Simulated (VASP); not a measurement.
The system is Pd2Pt.

```xyz
3
Lattice="0.0000 2.7760 2.7760 2.7760 0.0000 2.7760 2.7760 2.7760 0.0000" Properties=species:S:1:pos:R:3 pbc="T T T"
Pd    1.3880    1.3880    1.3880
Pd    4.1640    4.1640    4.1640
Pt    0.0000    0.0000    0.0000
```

| Quantity | Value |
| --- | --- |
| Program | VASP 6.6.1 |
| Task | relaxation of cell and atoms |
| Functional | PBE |
| Potentials or basis | VASP PAW PBE potentials, release 64 (Pd, Pt) |
| Cutoff | 600 eV |
| k mesh | 6 × 6 × 6 |
| Occupations | gaussian, width 0.1 eV |
| Spin | no spin polarisation |

At the start: pressure 75.2 GPa; volume 14.26 Å³/atom.

Question: How do energy, volume and symmetry change on relaxing?

Answer: Over 5 steps the energy falls by 767.8 meV/atom and the volume is 18.53 Å³/atom (+29.9 %); space group Fm-3m (No. 225, to 0.05 Å).

Step by step:
```tsv
step	energy change (eV)	largest force (eV/Å)	pressure (GPa)	volume (Å³)
1	0.0000	0.0000	75.24	42.78
2	1.8956	0.0000	-16.01	99.10
3	-2.2278	0.0000	-6.88	58.97
4	-2.2906	0.0000	-3.06	56.98
5	-2.3034	0.0000	0.23	55.59
```

Final structure:
```
CELL_PARAMETERS angstrom
0.00000 3.02920 3.02920
3.02920 0.00000 3.02920
3.02920 3.02920 0.00000
ATOMIC_POSITIONS crystal
Pd 0.25000 0.25000 0.25000
Pd 0.75000 0.75000 0.75000
Pt 0.00000 0.00000 0.00000
```

Caveat: the volume moved by over 15 % at a fixed basis, so the end points are rough.
